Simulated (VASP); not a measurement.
# AlCu3 (P6_3/mmc) in VASP: notebook

The runs below take AlCu3 through single point, with PBEsol.

All numbers are computed with VASP 6.6.1; they aren't measurements. Logs are shortened: lines on timing, memory, paths and dates and some standing lists are left out, and cuts for length are marked.

## Step 1: The cell of the first run

The structure is hexagonal, space group P6_3/mmc (No. 194). The conventional cell has a = 5.138 Å, b = 5.138 Å, c = 4.206 Å, α = 90.00°, β = 90.00°, γ = 120.00°. Within 3.4 Å of Al (site symmetry -6m2) lie 12 Cu at 2.57 to 2.58 Å. Cu (site symmetry mm2) has 8 Cu at 2.55 to 2.59 Å and 4 Al at 2.57 to 2.58 Å within 3.4 Å.

## Step 2: Single point, PBEsol

INCAR reads:

```
  ALGO = Normal
  EDIFF = 1E-6
  ENCUT = 520
  GGA = PS
  ISIF = 2
  ISMEAR = 0
  LASPH = T
  LCHARG = F
  LREAL = F
  LWAVE = F
  NBANDS = 46
  NELM = 60
  PREC = Accurate
  SIGMA = 0.1
```

KPOINTS reads:

```
k-points
0
Gamma
  6 6 4
```

POSCAR reads:

```
AlCu3
1.0
    5.1379173640      0.0000000000      0.0000000000
   -2.5689586820      4.4495669597      0.0000000000
    0.0000000000      0.0000000000      4.2061400600
Al Cu
2 6
Direct
    0.6666666700      0.3333333300      0.2500000000
    0.3333333300      0.6666666700      0.7500000000
    0.3310647100      0.1655323600      0.7500000000
    0.8344676400      0.1655323600      0.7500000000
    0.8344676400      0.6689352900      0.7500000000
    0.6689352900      0.8344676400      0.2500000000
    0.1655323600      0.8344676400      0.2500000000
    0.1655323600      0.3310647100      0.2500000000
```

Potentials or basis: VASP PAW PBE potentials, release 64 (Al, Cu).

Started as:

```bash
$ cat potpaw_PBE.64/Al/POTCAR potpaw_PBE.64/Cu/POTCAR > POTCAR
$ mpirun -np 1 vasp_std > vasp.out
```

OUTCAR:

```text
EDIFF = 1E-6
   ENCUT = 520
   GGA = PS
   ISIF = 2
   ISMEAR = 0
   LASPH = T
   LREAL = F
   NELM = 60
   PREC = Accurate

 ion  position               nearest neighbor table
   1  0.667  0.333  0.250-   6 2.57   7 2.57   7 2.57   6 2.57   8 2.57   8 2.57   4 2.58   4 2.58
                             5 2.58   5 2.58   3 2.58   3 2.58
   2  0.333  0.667  0.750-   3 2.57   4 2.57   4 2.57   3 2.57   5 2.57   5 2.57   7 2.58   7 2.58
                             8 2.58   8 2.58   6 2.58   6 2.58
   3  0.331  0.166  0.750-   5 2.55   4 2.55   8 2.57   8 2.57   7 2.57   7 2.57   2 2.57   2 2.57
                             1 2.58   1 2.58   5 2.59   4 2.59
   4  0.834  0.166  0.750-   5 2.55   3 2.55   6 2.57   6 2.57   8 2.57   8 2.57   2 2.57   2 2.57
                             1 2.58   1 2.58   5 2.59   3 2.59
   5  0.834  0.669  0.750-   3 2.55   4 2.55   6 2.57   6 2.57   7 2.57   7 2.57   2 2.57   2 2.57
                             1 2.58   1 2.58   4 2.59   3 2.59
   6  0.669  0.834  0.250-   8 2.55   7 2.55   5 2.57   5 2.57   4 2.57   4 2.57   1 2.57   1 2.57
                             2 2.58   2 2.58   8 2.59   7 2.59
   7  0.166  0.834  0.250-   8 2.55   6 2.55   3 2.57   3 2.57   5 2.57   5 2.57   1 2.57   1 2.57
                             2 2.58   2 2.58   8 2.59   6 2.59
   8  0.166  0.331  0.250-   6 2.55   7 2.55   3 2.57   3 2.57   4 2.57   4 2.57   1 2.57   1 2.57
                             2 2.58   2 2.58   7 2.59   6 2.59

  LATTYP: Found a hexagonal cell.
 ALAT       =     5.1379173640
 C/A-ratio  =     0.8186468878

  Lattice vectors:

 A1 = (   5.1379173640,   0.0000000000,   0.0000000000)
 A2 = (  -2.5689586820,   4.4495669597,   0.0000000000)
 A3 = (   0.0000000000,   0.0000000000,   4.2061400600)

Analysis of symmetry for initial positions (statically):
=====================================================================
 Subroutine PRICEL returns:
 Original cell was already a primitive cell.

 Routine SETGRP: Setting up the symmetry group for a
 hexagonal supercell.

 Subroutine GETGRP returns: Found 24 space group operations
 (whereof 12 operations were pure point group operations)
 out of a pool of 24 trial point group operations.

The static configuration has the point symmetry D_3d.
 The point group associated with its full space group is D_6h.

Analysis of symmetry for dynamics (positions and initial velocities):
=====================================================================
 Subroutine PRICEL returns:
 Original cell was already a primitive cell.

 Routine SETGRP: Setting up the symmetry group for a
 hexagonal supercell.

 Subroutine GETGRP returns: Found 24 space group operations
 (whereof 12 operations were pure point group operations)
 out of a pool of 24 trial point group operations.

The dynamic configuration has the point symmetry D_3d.
 The point group associated with its full space group is D_6h.

 Subroutine INISYM returns: Found 24 space group operations
 (whereof 12 operations are pure point group operations),
 and found     1 'primitive' translations

----------------------------------------------------------------------------------------

                                     Primitive cell

  volume of cell :      96.1587

  direct lattice vectors                    reciprocal lattice vectors
     5.137917364  0.000000000  0.000000000     0.194631390  0.112370486  0.000000000
    -2.568958682  4.449566960  0.000000000     0.000000000  0.224740971  0.000000000
     0.000000000  0.000000000  4.206140060     0.000000000  0.000000000  0.237747670

  length of vectors
     5.137917364  5.137917364  4.206140060     0.224740971  0.224740971  0.237747670

  position of ions in fractional coordinates (direct lattice)
     0.666666670  0.333333330  0.250000000
     0.333333330  0.666666670  0.750000000
     0.331064710  0.165532360  0.750000000
     0.834467640  0.165532360  0.750000000
     0.834467640  0.668935290  0.750000000
     0.668935290  0.834467640  0.250000000
     0.165532360  0.834467640  0.250000000
     0.165532360  0.331064710  0.250000000

  ion indices of the primitive-cell ions
   primitive index   ion index
                 1           1
                 2           2
                 3           3
                 4           4
                 5           5
                 6           6
                 7           7
                 8           8

----------------------------------------------------------------------------------------

 KPOINTS: k-points

Automatic generation of k-mesh.
 Grid dimensions read from file:
 generate k-points for:    6    6    4

 Generating k-lattice:

  Cartesian coordinates                     Fractional coordinates (reciprocal lattice)
     0.032438565  0.018728414  0.000000000     0.166666667  0.000000000  0.000000000
     0.000000000  0.037456829  0.000000000     0.000000000  0.166666667  0.000000000
     0.000000000  0.000000000  0.059436918     0.000000000  0.000000000  0.250000000

  Length of vectors
     0.037456829  0.037456829  0.059436918

  Shift w.r.t. Gamma in fractional coordinates (k-lattice)
     0.000000000  0.000000000  0.000000000

 Subroutine IBZKPT returns following result:
 ===========================================

 Found     21 irreducible k-points:

 Following reciprocal coordinates:
            Coordinates               Weight
  0.000000  0.000000  0.000000      1.000000
  0.166667  0.000000  0.000000      6.000000
  0.333333 -0.000000  0.000000      6.000000
  0.500000  0.000000  0.000000      3.000000
  0.166667  0.166667  0.000000      6.000000
  0.333333  0.166667  0.000000     12.000000
[... 13 lines left out ...]
  0.333333  0.166667  0.500000     12.000000
  0.333333  0.333333  0.500000      2.000000
   k-points           NKPTS =     21   k-points in BZ     NKDIM =     21   number of bands    NBANDS=     46
   number of dos      NEDOS =    301   number of ions     NIONS =      8
   total plane-waves  NPLWV =  51200
   dimension x,y,z NGX =    40 NGY =   40 NGZ =   32
   dimension x,y,z NGXF=    80 NGYF=   80 NGZF=   64
   ions per type =               2   6
   NGX,Y,Z   is equivalent  to a cutoff of  12.94, 12.94, 12.65 a.u.
   NGXF,Y,Z  is equivalent  to a cutoff of  25.89, 25.89, 25.30 a.u.
 SYSTEM =  unknown system
   PREC   = accura    normal or accurate (medium, high low for compatibility)
   ISTART =      0    job   : 0-new  1-cont  2-samecut
   ICHARG =      2    charge: 1-file 2-atom 10-const
   ISPIN  =      1    spin polarized calculation?
   LNONCOLLINEAR =      F non collinear calculations
   LSORBIT =      F    spin-orbit coupling
   LASPH  =      T    aspherical Exc in radial PAW
   ENCUT  =  520.0 eV  38.22 Ry    6.18 a.u.   9.55  9.55  7.82*2*pi/ulx,y,z
   NELM   =     60;   NELMIN=  2; NELMDL= -5     # of ELM steps
   EDIFF  = 0.1E-05   stopping-criterion for ELM
   LREAL  =      F    real-space projection
   EDIFFG = 0.1E-04   stopping-criterion for IOM
   NSW    =      0    number of steps for IOM
   IBRION =     -1    ionic relax: 0-MD 1-quasi-New 2-CG
   NFREE  =      0    steps in history (QN), initial steepest desc. (CG)
   ISIF   =      2    stress and relaxation
   ISYM   =      2    0-nonsym 1-usesym 2-fastsym
   POTIM  = 0.5000    time-step for ionic-motion
   TEBEG  =    0.0;   TEEND  =   0.0 temperature during run
   PSTRESS=    0.0 pullay stress
   NELECT =      72.0000    total number of electrons
   NUPDOWN=      -1.0000    fix difference up-down
   EMIN   =  10.00;   EMAX   =-10.00  energy-range for DOS
   EFERMI =   0.00;   METHOD = LEGACY
   ISMEAR =     0;   SIGMA  =   0.10  broadening in eV -4-tet -1-fermi 0-gaus
   EFERMI_NEDOS =   21; number of points for ismear=-14 and -15
   IALGO  =     38    algorithm
   IMIX   =      4    mixing-type and parameters
     AMIX     =   0.40;   BMIX     =  1.00
     AMIX_MAG =   1.60;   BMIX_MAG =  1.00
  volume/ion in A,a.u.               =      12.02        81.11
  Fermi-wavevector in a.u.,A,eV,Ry     =   1.486584  2.809236 30.067952  2.209932
  Thomas-Fermi vector in A             =   2.599852
   LORBIT       =      0    0 simple, 1 ext, 2 COOP (PROOUT), +10 PAW based schemes
   GGA     = PS    functional components
   LHFCALC =     F    Hartree Fock is set to
   AEXX    =    0.0000 exact exchange contribution
   IVDW    =     0    specifies the selected vdW correction
   LEPSILON=     F    determine dielectric tensor
   LRPA    =     F    only Hartree local field effects (RPA)
 non-spin polarized calculation
 Gauss-broadening in eV      SIGMA  =   0.10
  energy-cutoff  :      520.00
  volume of cell :       96.16
 maximum number of plane-waves:      2655
 NGX is ok and might be reduce to    40
   NGX = 19   NGY = 19   NGZ = 15

 number of electron      72.0000041 magnetization

 Free energy of the ion-electron system (eV)
  ---------------------------------------------------
  ext. energy  EPLUGINS =         0.00000000
  ---------------------------------------------------
  free energy    TOTEN  =       -35.55802291 eV

  energy without entropy =      -35.53181013  energy(sigma->0) =      -35.54491652

 E-fermi :   8.6261     XC(G=0): -12.4822

 val. band max:        8.6240074359   @ k =   0.1667   0.1667   0.5000
 cond. band min:       8.6814738415   @ k =   0.1667   0.0000   0.2500
 fundamental gap:      0.0574664056
 Fermi energy:         8.6260682064

 k-point     1 :       0.0000    0.0000    0.0000
  band No.  band energies     occupation
      1      -2.1053      2.00000
      2       2.2960      2.00000
      3       3.4478      2.00000
      4       3.4478      2.00000
      5       3.5060      2.00000
      6       3.5954      2.00000
[... 38 lines left out ...]
     45      15.3882      0.00000
     46      15.7256      0.00000

 k-point     2 :       0.1667    0.0000    0.0000
  band No.  band energies     occupation
      1      -1.8908      2.00000
      2       2.1304      2.00000
      3       2.9263      2.00000
      4       3.1699      2.00000
      5       3.5467      2.00000
      6       3.6481      2.00000
[... 923 lines left out ...]
 k-point    21 :       0.3333    0.3333    0.5000
  band No.  band energies     occupation
      1       1.6617      2.00000
      2       1.6617      2.00000
      3       2.0685      2.00000
      4       2.0685      2.00000
      5       2.7130      2.00000
      6       2.7130      2.00000
[... 38 lines left out ...]
     45      17.7988      0.00000
     46      17.7988      0.00000

------------------------ aborting loop because EDIFF is reached ----------------------------------------

  FORCE on cell =-STRESS in cart. coord.  units (eV):
  Direction    XX          YY          ZZ          XY          YZ          ZX
  --------------------------------------------------------------------------------------
  -------------------------------------------------------------------------------------
  Total        0.3512022      0.3512022     -0.7593282      0.0000000      0.0000000      0.0000000
  in kB        5.8516621      5.8516621    -12.6517770      0.0000000      0.0000000      0.0000000
  external PRESSURE =      -0.3161509 kB  Pullay stress =       0.0000000 kB

 VOLUME and BASIS-vectors are now :
 -----------------------------------------------------------------------------
  energy-cutoff  :      520.00
  volume of cell :       96.16
      direct lattice vectors                 reciprocal lattice vectors
     5.137917364  0.000000000  0.000000000     0.194631390  0.112370486  0.000000000
    -2.568958682  4.449566960  0.000000000     0.000000000  0.224740971  0.000000000
     0.000000000  0.000000000  4.206140060     0.000000000  0.000000000  0.237747670

 POSITION                                       TOTAL-FORCE (eV/Angst)
 -----------------------------------------------------------------------------------
      2.56896      1.48319      1.05154        -0.000000     -0.000000      0.000000
     -0.00000      2.96638      3.15461         0.000000     -0.000000      0.000000
      1.27574      0.73655      3.15461        -0.008112     -0.004684      0.000000
      3.86218      0.73655      3.15461         0.008112     -0.004684      0.000000
      2.56896      2.97647      3.15461         0.000000      0.009367      0.000000
      1.29322      3.71302      1.05154         0.008112      0.004684      0.000000
     -1.29322      3.71302      1.05154        -0.008112      0.004684      0.000000
      0.00000      1.47309      1.05154        -0.000000     -0.009367     -0.000000
 -----------------------------------------------------------------------------------
    total drift:                               -0.000003      0.000002      0.000000

  FREE ENERGIE OF THE ION-ELECTRON SYSTEM (eV)
  ---------------------------------------------------
  free  energy   TOTEN  =       -35.5580229108 eV

  energy  without entropy=      -35.5318101347  energy(sigma->0) =      -35.54491652
```

It took 50 s on 1 thread of Intel Xeon 6975P-C (Granite Rapids), shared host; peak memory 0.24 GiB.

What came out:

```
Free energy            : -35.5580 eV
Pressure               : 0.0 GPa
Largest force          : 0.009 eV/Å
Band gap on the k mesh : zero (bands 36 and 37 overlap by 2.50 eV)
```

Forces in eV/Å, atoms in the order of the input:
```
Al   0.000  0.000  0.000
Al   0.000  0.000  0.000
Cu  -0.008 -0.005  0.000
Cu   0.008 -0.005  0.000
Cu   0.000  0.009  0.000
Cu   0.008  0.005  0.000
Cu  -0.008  0.005  0.000
Cu   0.000 -0.009  0.000
```

Stress tensor (GPa, compression positive):
```
 0.59  0.00  0.00
 0.00  0.59  0.00
 0.00  0.00 -1.27
```

Levels at points of the mesh, in eV from the Fermi level:
```csv
k point,band 32,band 33,band 34,band 35,band 36,band 37,band 38,band 39,band 40,band 41
"(0.00, 0.00, 0.00)",-2.18,-1.81,-1.36,-1.36,-0.80,-0.07,-0.07,1.48,4.70,5.60
"(0.50, 0.00, 0.00)",-2.34,-2.29,-1.30,0.51,0.95,1.73,2.44,3.27,3.64,3.91
"(0.00, 0.00, 0.50)",-2.22,-1.32,-1.32,-1.32,-1.32,-0.87,-0.87,2.55,2.55,2.55
"(0.50, 0.00, 0.50)",-2.39,-2.35,-2.35,-0.95,-0.95,-0.68,-0.68,5.32,5.32,6.04
```

Caveat: the k points lie up to 0.37 Å⁻¹ apart, too coarse for converged energies and pressures of a metal; the PAW data sets were made with another functional, which shifts forces and pressure a little.

[end of part 1 of 2]
